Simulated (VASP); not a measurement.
PtSe2:

```
Pt Se
1.0
     3.71731    0.00000    0.00000
    -1.85865    3.21928    0.00000
     0.00000    0.00000    5.82007
Pt Se
1 2
Direct
  0.00000 0.00000 0.00000
  0.66667 0.33333 0.77461
  0.33333 0.66667 0.22539
```

```yaml
Program: VASP 6.6.1
Task: relaxation of cell and atoms
Functional: PBE
Potentials_or_basis: VASP PAW PBE potentials, release 64 (Pt, Se)
Cutoff: 500 eV
k_mesh: 12 × 12 × 6
Occupations: gaussian, width 0.02 eV
Spin: no spin polarisation
```

At the start: pressure 2.3 GPa; volume 23.22 Å³/atom.

Problem. Where does the relaxation end?

Solution. Over 23 steps the energy falls by 6.5 meV/atom and the volume is 26.21 Å³/atom (+12.9 %); space group P-3m1 (No. 164, to 0.1 Å) before and after.

The path:
| step | energy change (eV) | largest force (eV/Å) | pressure (GPa) | volume (Å³) |
| --- | --- | --- | --- | --- |
| 1 | 0.0000 | 0.1366 | 2.32 | 69.65 |
| 2 | 0.0117 | 0.4746 | -3.01 | 73.09 |
| 3 | -0.0109 | 0.1269 | -0.01 | 71.03 |
| 4 | -0.0124 | 0.0823 | 0.00 | 71.15 |
| 5 | -0.0131 | 0.0240 | 0.03 | 71.31 |
| 6 | -0.0133 | 0.0174 | 0.08 | 71.36 |
| 7 | -0.0138 | 0.0029 | 0.24 | 71.52 |
| 8 | -0.0142 | 0.0451 | 0.56 | 71.83 |
| 9 | -0.0142 | 0.0448 | 0.56 | 71.85 |
| 10 | -0.0143 | 0.0435 | 0.55 | 71.89 |
| 11 | -0.0145 | 0.0409 | 0.53 | 71.97 |
| 12 | -0.0148 | 0.0358 | 0.49 | 72.14 |
| 13 | -0.0154 | 0.0262 | 0.42 | 72.48 |
| 14 | -0.0164 | 0.0079 | 0.28 | 73.15 |
| 15 | -0.0179 | 0.0249 | 0.03 | 74.50 |
| 16 | -0.0189 | 0.0756 | -0.30 | 77.19 |
| 17 | -0.0189 | 0.0638 | -0.23 | 76.62 |
| 18 | -0.0192 | 0.0334 | -0.03 | 77.22 |
| 19 | -0.0193 | 0.0221 | 0.05 | 77.44 |
| 20 | -0.0193 | 0.0014 | 0.21 | 77.88 |
| 21 | -0.0193 | 0.0138 | 0.10 | 77.59 |
| 22 | -0.0194 | 0.0121 | 0.06 | 77.97 |
| 23 | -0.0195 | 0.0084 | -0.01 | 78.63 |

Final structure:
```
CELL_PARAMETERS angstrom
3.75033 0.00000 0.00000
-1.87517 3.24788 0.00000
0.00000 0.00000 6.45563
ATOMIC_POSITIONS crystal
Pt 0.00000 0.00000 0.00000
Se 0.66667 0.33333 0.79740
Se 0.33333 0.66667 0.20260
```

Caveat: this functional lacks dispersion, which binds layers or chains, so the pressure and a relaxed spacing across them are unreliable.
